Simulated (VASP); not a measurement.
Here is a VASP 6.6.1 calculation.

File INCAR:

```
PREC     = Accurate       # precision mode
ENCUT    = 520            # plane-wave cutoff, eV
EDIFF    = 1E-8           # SCF threshold, eV
ISMEAR   = -1             # smearing method
SIGMA    = 0.01           # smearing width, eV
LREAL    = Auto         
LASPH    = True           # aspherical terms in the spheres
NELM     = 60             # most SCF steps
ALGO     = Normal         # electronic algorithm
ISIF     = 2              # what is computed and relaxed
LWAVE    = False          # write WAVECAR
LCHARG   = False          # write CHGCAR
GGA      = PE             # functional
LEFG     = True         
NELECT   = 208.0        
NBANDS   = 137            # bands
```

File KPOINTS:

```
regular mesh
0
Gamma
  2 2 2
```

The input POSCAR:

```
Be27Se26
1.0
    0.0000000000      7.6050000000      7.6050000000
    7.6050000000      0.0000000000      7.6050000000
    7.6050000000      7.6050000000      0.0000000000
Be Se
27 26
Direct
    0.0000000000      0.0000000000      0.0000000000
    0.0000000000      0.0000000000      0.3333333333
    0.0000000000      0.0000000000      0.6666666667
    0.0000000000      0.3333333333      0.0000000000
    0.0000000000      0.3333333333      0.3333333333
    0.0000000000      0.3333333333      0.6666666667
    0.0000000000      0.6666666667      0.0000000000
    0.0000000000      0.6666666667      0.3333333333
    0.0000000000      0.6666666667      0.6666666667
    0.3333333333      0.0000000000      0.0000000000
    0.3333333333      0.0000000000      0.3333333333
    0.3333333333      0.0000000000      0.6666666667
    0.3333333333      0.3333333333      0.0000000000
    0.3333333333      0.3333333333      0.3333333333
    0.3333333333      0.3333333333      0.6666666667
    0.3333333333      0.6666666667      0.0000000000
    0.3333333333      0.6666666667      0.3333333333
    0.3333333333      0.6666666667      0.6666666667
    0.6666666667      0.0000000000      0.0000000000
    0.6666666667      0.0000000000      0.3333333333
    0.6666666667      0.0000000000      0.6666666667
    0.6666666667      0.3333333333      0.0000000000
    0.6666666667      0.3333333333      0.3333333333
    0.6666666667      0.3333333333      0.6666666667
    0.6666666667      0.6666666667      0.0000000000
    0.6666666667      0.6666666667      0.3333333333
    0.6666666667      0.6666666667      0.6666666667
    0.0833333333      0.0833333333      0.4166666667
    0.0833333333      0.0833333333      0.7500000000
    0.0833333333      0.4166666667      0.0833333333
    0.0833333333      0.4166666667      0.4166666667
    0.0833333333      0.4166666667      0.7500000000
    0.0833333333      0.7500000000      0.0833333333
    0.0833333333      0.7500000000      0.4166666667
    0.0833333333      0.7500000000      0.7500000000
    0.4166666667      0.0833333333      0.0833333333
    0.4166666667      0.0833333333      0.4166666667
    0.4166666667      0.0833333333      0.7500000000
    0.4166666667      0.4166666667      0.0833333333
    0.4166666667      0.4166666667      0.4166666667
    0.4166666667      0.4166666667      0.7500000000
    0.4166666667      0.7500000000      0.0833333333
    0.4166666667      0.7500000000      0.4166666667
    0.4166666667      0.7500000000      0.7500000000
    0.7500000000      0.0833333333      0.0833333333
    0.7500000000      0.0833333333      0.4166666667
    0.7500000000      0.0833333333      0.7500000000
    0.7500000000      0.4166666667      0.0833333333
    0.7500000000      0.4166666667      0.4166666667
    0.7500000000      0.4166666667      0.7500000000
    0.7500000000      0.7500000000      0.0833333333
    0.7500000000      0.7500000000      0.4166666667
    0.7500000000      0.7500000000      0.7500000000
```

Potentials or basis: VASP PAW PBE potentials, release 64 (Be, Se).

Launch:

```sh
$ cat potpaw_PBE.64/Be/POTCAR potpaw_PBE.64/Se/POTCAR > POTCAR
$ mpirun -np 1 vasp_std > vasp.out
```

Predict the largest force.

1.535 eV/Å.

Forces on the atoms (eV/Å):
```
Be  -0.886 -0.886 -0.886
Be   0.886  0.886 -0.886
Be   0.000  0.000 -0.509
Be   0.886 -0.886  0.886
Be   0.217 -0.034 -0.034
Be   0.034 -0.217 -0.034
Be   0.000 -0.509  0.000
Be   0.034 -0.034 -0.217
Be   0.509  0.000  0.000
Be  -0.886  0.886  0.886
Be  -0.034  0.217 -0.034
Be  -0.217  0.034 -0.034
Be  -0.034 -0.034  0.217
Be   0.000  0.000  0.000
Be   0.034  0.034  0.217
Be  -0.217 -0.034  0.034
Be   0.034  0.217  0.034
Be  -0.025  0.025  0.025
Be  -0.509  0.000  0.000
Be  -0.034  0.034 -0.217
Be   0.000  0.509  0.000
Be  -0.034 -0.217  0.034
Be   0.217  0.034  0.034
Be   0.025 -0.025  0.025
Be   0.000  0.000  0.509
Be   0.025  0.025 -0.025
Be  -0.025 -0.025 -0.025
Se  -0.455 -0.455  0.257
Se   0.455  0.455  0.257
Se  -0.455  0.257 -0.455
Se  -0.012  0.012  0.012
Se  -0.257  0.455 -0.455
Se   0.455  0.257  0.455
Se  -0.257 -0.455  0.455
Se   0.003 -0.003 -0.003
Se   0.257 -0.455 -0.455
Se   0.012 -0.012  0.012
Se   0.455 -0.257 -0.455
Se   0.012  0.012 -0.012
Se  -0.012 -0.012 -0.012
Se   0.000  0.000 -0.053
Se   0.455 -0.455 -0.257
Se   0.000 -0.053  0.000
Se   0.053  0.000  0.000
Se   0.257  0.455  0.455
Se  -0.455 -0.257  0.455
Se  -0.003  0.003 -0.003
Se  -0.455  0.455 -0.257
Se  -0.053  0.000  0.000
Se   0.000  0.053  0.000
Se  -0.003 -0.003  0.003
Se   0.000  0.000  0.053
Se   0.003  0.003  0.003
```

Caveat: the cell carries a net charge on a neutralising background, which shifts energy and pressure; the cell differs from its parent crystal (atoms taken out); without QUAD_EFG the Cq values of the log hold for a quadrupole moment of 1 mb, not for the nuclei.
